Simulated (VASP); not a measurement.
# Be (Fd-3m) in VASP: a series of runs

Runs on Be. Level: LDA. Tasks: relaxation of cell and atoms.

Everything below comes from runs of VASP 6.6.1. Logs are shortened: lines on timing, memory, paths and dates and some standing lists are left out, and cuts for length are marked.

### Step 1. The cell of the first run

Symmetry: Fd-3m, No. 227, cubic system. Conventional cell: a = 4.380 Å, b = 4.380 Å, c = 4.380 Å, α = 90.00°, β = 90.00°, γ = 90.00°. Within 2.5 Å of Be (site symmetry -43m) lie 4 Be at 1.90 Å.

### Step 2. Relaxation of cell and atoms, LDA, target pressure 5 GPa, at which the enthalpy is minimised

Contents of INCAR:

```
PREC = Accurate ; ENCUT = 600
EDIFF = 1E-6 ; ISMEAR = -1
SIGMA = 0.05 ; LREAL = False
LASPH = True ; NELM = 80
ALGO = Normal ; ISIF = 3
LWAVE = False ; LCHARG = False
IBRION = 2 ; NSW = 80
EDIFFG = -0.01 ; PSTRESS = 50.0
```

Contents of KPOINTS:

```
Automatic mesh
0
Gamma
  10 10 10
```

Contents of POSCAR:

```
Be
1.0
    0.0000000000      2.1900000000      2.1900000000
    2.1900000000      0.0000000000      2.1900000000
    2.1900000000      2.1900000000      0.0000000000
Be
2
Direct
    0.0000000000      0.0000000000      0.0000000000
    0.2500000000      0.2500000000      0.2500000000
```

Potentials or basis: VASP PAW LDA potentials, release 64 (Be).

Run with:

```console
$ cat potpaw_LDA.64/Be/POTCAR > POTCAR
$ mpirun -np 1 vasp_std > vasp.out
```

OUTCAR:

```text
PREC = Accurate
   ENCUT = 600
   EDIFF = 1E-6
   ISMEAR = -1
   LREAL = False
   LASPH = True
   NELM = 80
   ISIF = 3
   IBRION = 2
   NSW = 80
   EDIFFG = -0.01
   PSTRESS = 50.0

 ion  position               nearest neighbor table
   1  0.000  0.000  0.000-   2 1.90   2 1.90   2 1.90   2 1.90
   2  0.250  0.250  0.250-   1 1.90   1 1.90   1 1.90   1 1.90

  LATTYP: Found a face centered cubic cell.
 ALAT       =     4.3800000000

  Lattice vectors:

 A1 = (   0.0000000000,   2.1900000000,   2.1900000000)
 A2 = (   2.1900000000,   0.0000000000,   2.1900000000)
 A3 = (   2.1900000000,   2.1900000000,   0.0000000000)

Analysis of symmetry for initial positions (statically):
=====================================================================
 Subroutine PRICEL returns:
 Original cell was already a primitive cell.

 Routine SETGRP: Setting up the symmetry group for a
 face centered cubic supercell.

 Subroutine GETGRP returns: Found 48 space group operations
 (whereof 24 operations were pure point group operations)
 out of a pool of 48 trial point group operations.

The static configuration has the point symmetry T_d .
 The point group associated with its full space group is O_h .

Analysis of symmetry for dynamics (positions and initial velocities):
=====================================================================
 Subroutine PRICEL returns:
 Original cell was already a primitive cell.

 Routine SETGRP: Setting up the symmetry group for a
 face centered cubic supercell.

 Subroutine GETGRP returns: Found 48 space group operations
 (whereof 24 operations were pure point group operations)
 out of a pool of 48 trial point group operations.

The dynamic configuration has the point symmetry T_d .
 The point group associated with its full space group is O_h .

 Subroutine INISYM returns: Found 48 space group operations
 (whereof 24 operations are pure point group operations),
 and found     1 'primitive' translations

----------------------------------------------------------------------------------------

                                     Primitive cell

  volume of cell :      21.0069

  direct lattice vectors                    reciprocal lattice vectors
     0.000000000  2.190000000  2.190000000    -0.228310502  0.228310502  0.228310502
     2.190000000  0.000000000  2.190000000     0.228310502 -0.228310502  0.228310502
     2.190000000  2.190000000  0.000000000     0.228310502  0.228310502 -0.228310502

  length of vectors
     3.097127702  3.097127702  3.097127702     0.395445390  0.395445390  0.395445390

  position of ions in fractional coordinates (direct lattice)
     0.000000000  0.000000000  0.000000000
     0.250000000  0.250000000  0.250000000

  ion indices of the primitive-cell ions
   primitive index   ion index
                 1           1
                 2           2

----------------------------------------------------------------------------------------

 KPOINTS: Automatic mesh

Automatic generation of k-mesh.
 Grid dimensions read from file:
 generate k-points for:   10   10   10

 Generating k-lattice:

  Cartesian coordinates                     Fractional coordinates (reciprocal lattice)
    -0.022831050  0.022831050  0.022831050     0.100000000  0.000000000  0.000000000
     0.022831050 -0.022831050  0.022831050     0.000000000  0.100000000  0.000000000
     0.022831050  0.022831050 -0.022831050     0.000000000  0.000000000  0.100000000

  Length of vectors
     0.039544539  0.039544539  0.039544539

  Shift w.r.t. Gamma in fractional coordinates (k-lattice)
     0.000000000  0.000000000  0.000000000

 Subroutine IBZKPT returns following result:
 ===========================================

 Found     47 irreducible k-points:

 Following reciprocal coordinates:
            Coordinates               Weight
  0.000000  0.000000  0.000000      1.000000
  0.100000  0.000000  0.000000      8.000000
  0.200000  0.000000  0.000000      8.000000
  0.300000  0.000000  0.000000      8.000000
  0.400000  0.000000  0.000000      8.000000
  0.500000  0.000000  0.000000      4.000000
[... 16 lines left out ...]
  0.300000  0.300000  0.000000      6.000000
  0.400000  0.300000  0.000000     24.000000
 [... further k-points ...]
   k-points           NKPTS =     47   k-points in BZ     NKDIM =     47   number of bands    NBANDS=      6
   number of dos      NEDOS =    301   number of ions     NIONS =      2
   total plane-waves  NPLWV =  21952
   dimension x,y,z NGX =    28 NGY =   28 NGZ =   28
   dimension x,y,z NGXF=    56 NGYF=   56 NGZF=   56
   ions per type =               2
   NGX,Y,Z   is equivalent  to a cutoff of  15.03, 15.03, 15.03 a.u.
   NGXF,Y,Z  is equivalent  to a cutoff of  30.06, 30.06, 30.06 a.u.
 SYSTEM =  unknown system
   PREC   = accura    normal or accurate (medium, high low for compatibility)
   ISTART =      0    job   : 0-new  1-cont  2-samecut
   ICHARG =      2    charge: 1-file 2-atom 10-const
   ISPIN  =      1    spin polarized calculation?
   LNONCOLLINEAR =      F non collinear calculations
   LSORBIT =      F    spin-orbit coupling
   LASPH  =      T    aspherical Exc in radial PAW
   ENCUT  =  600.0 eV  44.10 Ry    6.64 a.u.   6.19  6.19  6.19*2*pi/ulx,y,z
   NELM   =     80;   NELMIN=  2; NELMDL= -5     # of ELM steps
   EDIFF  = 0.1E-05   stopping-criterion for ELM
   LREAL  =      F    real-space projection
   EDIFFG = -.1E-01   stopping-criterion for IOM
   NSW    =     80    number of steps for IOM
   IBRION =      2    ionic relax: 0-MD 1-quasi-New 2-CG
   NFREE  =      1    steps in history (QN), initial steepest desc. (CG)
   ISIF   =      3    stress and relaxation
   ISYM   =      2    0-nonsym 1-usesym 2-fastsym
   POTIM  = 0.5000    time-step for ionic-motion
   TEBEG  =    0.0;   TEEND  =   0.0 temperature during run
   PSTRESS=   50.0 pullay stress
   NELECT =       4.0000    total number of electrons
   NUPDOWN=      -1.0000    fix difference up-down
   EMIN   =  10.00;   EMAX   =-10.00  energy-range for DOS
   EFERMI =   0.00;   METHOD = LEGACY
   ISMEAR =    -1;   SIGMA  =   0.05  broadening in eV -4-tet -1-fermi 0-gaus
   EFERMI_NEDOS =   21; number of points for ismear=-14 and -15
   IALGO  =     38    algorithm
   IMIX   =      4    mixing-type and parameters
     AMIX     =   0.40;   BMIX     =  1.00
     AMIX_MAG =   1.60;   BMIX_MAG =  1.00
  volume/ion in A,a.u.               =      10.50        70.88
  Fermi-wavevector in a.u.,A,eV,Ry     =   0.941833  1.779807 12.069048  0.887050
  Thomas-Fermi vector in A             =   2.069383
   LORBIT       =      0    0 simple, 1 ext, 2 COOP (PROOUT), +10 PAW based schemes
   GGA     = CA    functional components
   LHFCALC =     F    Hartree Fock is set to
   AEXX    =    0.0000 exact exchange contribution
   IVDW    =     0    specifies the selected vdW correction
   LEPSILON=     F    determine dielectric tensor
   LRPA    =     F    only Hartree local field effects (RPA)
 conjugate gradient relaxation of ions
 non-spin polarized calculation
  energy-cutoff  :      600.00
  volume of cell :       21.01
 maximum number of plane-waves:       725
 NGX is ok and might be reduce to    28
   NGX = 13   NGY = 13   NGZ = 13

--------------------------------------- Ionic step        1  -------------------------------------------

 number of electron       4.0000000 magnetization

 Free energy of the ion-electron system (eV)
  ---------------------------------------------------
  ext. energy  EPLUGINS =         0.00000000
  ---------------------------------------------------
  free energy    TOTEN  =        -4.52810777 eV

  energy without entropy =       -4.51680300  energy(sigma->0) =       -4.52245538

------------------------ aborting loop because EDIFF is reached ----------------------------------------

  FORCE on cell =-STRESS in cart. coord.  units (eV):
  Direction    XX          YY          ZZ          XY          YZ          ZX
  --------------------------------------------------------------------------------------
  -------------------------------------------------------------------------------------
  Total        2.9962115      2.9962115      2.9962115     -0.0000000     -0.0000000     -0.0000000
  in kB      228.5181574    228.5181574    228.5181574     -0.0000000     -0.0000000     -0.0000000
  external PRESSURE =     178.5181574 kB  Pullay stress =      50.0000000 kB
[... 23 lines left out ...]
  enthalpy is  TOTEN    =        -3.8725337037 eV   P V=        0.6555740618

--------------------------------------- Ionic step        2  -------------------------------------------

 number of electron       4.0000000 magnetization

 E-fermi :   2.5858     XC(G=0):  -9.0924

 val. band max:        2.5263830600   @ k =  -0.2000   0.3000   0.1000
 cond. band min:       2.6063288130   @ k =   0.5000   0.3000   0.0000
 fundamental gap:      0.0799457530
 Fermi energy:         2.5858304696

 k-point     1 :       0.0000    0.0000    0.0000
  band No.  band energies     occupation
      1      -5.3622      2.00000
      2       7.8166      0.00000
      3       7.8166      0.00000
      4       7.8166      0.00000
      5      10.5550      0.00000
      6      10.5550      0.00000

 k-point     2 :       0.1000    0.0000    0.0000
  band No.  band energies     occupation
      1      -5.1989      2.00000
      2       6.5694      0.00000
      3       7.4471      0.00000
      4       7.4471      0.00000
      5      11.0357      0.00000
      6      11.0357      0.00000
[... 271 lines left out ...]
  enthalpy is  TOTEN    =        -4.1024152308 eV   P V=        0.8092679100

--------------------------------------- Ionic step        4  -------------------------------------------

 number of electron       4.0000000 magnetization

 Free energy of the ion-electron system (eV)
  ---------------------------------------------------
  ext. energy  EPLUGINS =         0.00000000
  ---------------------------------------------------
  free energy    TOTEN  =        -4.90678290 eV

  energy without entropy =       -4.89476916  energy(sigma->0) =       -4.90077603

 E-fermi :   2.3578     XC(G=0):  -8.9736

 val. band max:        2.3016542697   @ k =  -0.2000   0.3000   0.1000
 cond. band min:       2.3729014842   @ k =   0.5000   0.3000   0.0000
 fundamental gap:      0.0712472145
 Fermi energy:         2.3578293555

 k-point     1 :       0.0000    0.0000    0.0000
  band No.  band energies     occupation
      1      -5.4217      2.00000
      2       7.4444      0.00000
      3       7.4444      0.00000
      4       7.4444      0.00000
      5      10.1418      0.00000
      6      10.1418      0.00000

 k-point     2 :       0.1000    0.0000    0.0000
  band No.  band energies     occupation
      1      -5.2616      2.00000
      2       6.2378      0.00000
      3       7.0892      0.00000
      4       7.0892      0.00000
      5      10.6044      0.00000
      6      10.6044      0.00000
[... 227 lines left out ...]
  FREE ENERGIE OF THE ION-ELECTRON SYSTEM (eV)
  ---------------------------------------------------
  free  energy   TOTEN  =        -4.9067828968 eV

  energy  without entropy=       -4.8947691649  energy(sigma->0) =       -4.90077603

  enthalpy is  TOTEN    =        -4.1026312113 eV   P V=        0.8041516855

 reached required accuracy - stopping structural energy minimisation
```

Wall time 11 s (1 thread of Intel Xeon 6975P-C, shared host); peak memory 0.14 GiB.

What came out:

```
Free energy                                            : -4.9068 eV
Relaxed volume                                         : 12.88 Å³/atom
Relaxed cell                                           : a = 3.315 Å, b = 3.315 Å, c = 3.315 Å, α = 60.00°, β = 60.00°, γ = 60.00°
Space group after relaxing (to 0.05 Å)                 : Fd-3m (No. 227)
Energy change on relaxing (the enthalpy is what falls) : -189.3 meV/atom
Ionic steps                                            : 4
Pressure after relaxing                                : 5.0 GPa
Band gap on the k mesh                                 : zero (band 2 reaches 7.44 eV, above the bottom of band 3 at 0.82 eV)
```

Step by step:
```tsv
step	energy change (eV)	largest force (eV/Å)	pressure (GPa)	volume (Å³)
1	0.0000	0.0000	22.85	21.01
2	-0.3395	0.0000	7.66	24.77
3	-0.3836	0.0000	4.59	25.93
4	-0.3787	0.0000	4.99	25.77
```

Final structure:
```cif
data_structure
_symmetry_space_group_name_H-M 'P 1'
_symmetry_Int_Tables_number 1
_cell_length_a 3.3154
_cell_length_b 3.3154
_cell_length_c 3.3154
_cell_angle_alpha 60.000
_cell_angle_beta 60.000
_cell_angle_gamma 60.000
_cell_volume 25.77
loop_
_atom_site_label
_atom_site_type_symbol
_atom_site_fract_x
_atom_site_fract_y
_atom_site_fract_z
_atom_site_occupancy
Be1 Be 0.00000 0.00000 0.00000 1
Be2 Be 0.25000 0.25000 0.25000 1
```

Caveat: the cell is relaxed towards a set pressure, so the enthalpy falls and the energy may rise; the volume moved by over 15 % at a fixed basis, so the end points are rough.

### Step 3. Relaxation of cell and atoms, LDA, target pressure 10 GPa, at which the enthalpy is minimised

Contents of INCAR:

```
SYSTEM = Be
ALGO     = Normal         ! electronic algorithm
EDIFF    = 1E-6           ! SCF threshold, eV
EDIFFG   = -0.01          ! ionic threshold
ENCUT    = 600            ! plane-wave cutoff, eV
IBRION   = 2              ! ionic algorithm
ISIF     = 3              ! what is computed and relaxed
ISMEAR   = -1             ! smearing method
LASPH    = .TRUE.         ! aspherical terms in the spheres
LCHARG   = .FALSE.        ! write CHGCAR
LREAL    = .FALSE.        ! projectors in reciprocal space
LWAVE    = .FALSE.        ! write WAVECAR
NELM     = 100            ! most SCF steps
NSW      = 80             ! ionic steps
PREC     = Accurate       ! precision mode
PSTRESS  = 100.0        
SIGMA    = 0.05           ! smearing width, eV
```

Contents of KPOINTS:

```
k-points
0
G
  10 10 10
  0 0 0
```

POSCAR is that of step 2.

Potentials or basis: VASP PAW LDA potentials, release 64 (Be).

Run with:

```console
$ cat potpaw_LDA.64/Be/POTCAR > POTCAR
$ mpirun -np 1 vasp_std > vasp.out
```

Wall time 9.3 s (1 thread of Intel Xeon 6975P-C, shared host); peak memory 0.13 GiB.

It converged, with:

- Free energy: -4.8275 eV
- Relaxed volume: 12.02 Å³/atom
- Relaxed cell: a = 3.239 Å, b = 3.239 Å, c = 3.239 Å, α = 60.00°, β = 60.00°, γ = 60.00°
- Space group after relaxing (to 0.05 Å): Fd-3m (No. 227)
- Energy change on relaxing (the enthalpy is what falls): -149.7 meV/atom
- Ionic steps: 3
- Pressure after relaxing: 9.9 GPa
- Band gap on the k mesh: zero (band 2 reaches 8.11 eV, above the bottom of band 3 at 1.15 eV)

The path:
| step | energy change (eV) | largest force (eV/Å) | pressure (GPa) | volume (Å³) |
| --- | --- | --- | --- | --- |
| 1 | 0.0000 | 0.0000 | 22.85 | 21.01 |
| 2 | -0.2756 | 0.0000 | 11.14 | 23.67 |
| 3 | -0.2994 | 0.0000 | 9.92 | 24.04 |

Final structure:
```cif
data_structure
_symmetry_space_group_name_H-M 'P 1'
_symmetry_Int_Tables_number 1
_cell_length_a 3.2394
_cell_length_b 3.2394
_cell_length_c 3.2394
_cell_angle_alpha 60.000
_cell_angle_beta 60.000
_cell_angle_gamma 60.000
_cell_volume 24.04
loop_
_atom_site_label
_atom_site_type_symbol
_atom_site_fract_x
_atom_site_fract_y
_atom_site_fract_z
_atom_site_occupancy
Be1 Be 0.00000 0.00000 0.00000 1
Be2 Be 0.25000 0.25000 0.25000 1
```

Levels at points of the mesh, in eV from the Fermi level:
```
           k point  band 1  band 2  band 3  band 4  band 5  band 6
(0.00, 0.00, 0.00)   -8.08    5.34    5.34    5.34    8.11    8.11
(0.50, 0.00, 0.00)   -4.21   -3.75    3.33    3.33    9.35    9.35
(0.50, 0.50, 0.00)   -2.61   -2.61    0.63    0.63    7.08    7.08
```

Caveat: the cell is relaxed towards a set pressure, so the enthalpy falls and the energy may rise.

(Part 1 of 2 ends here.)
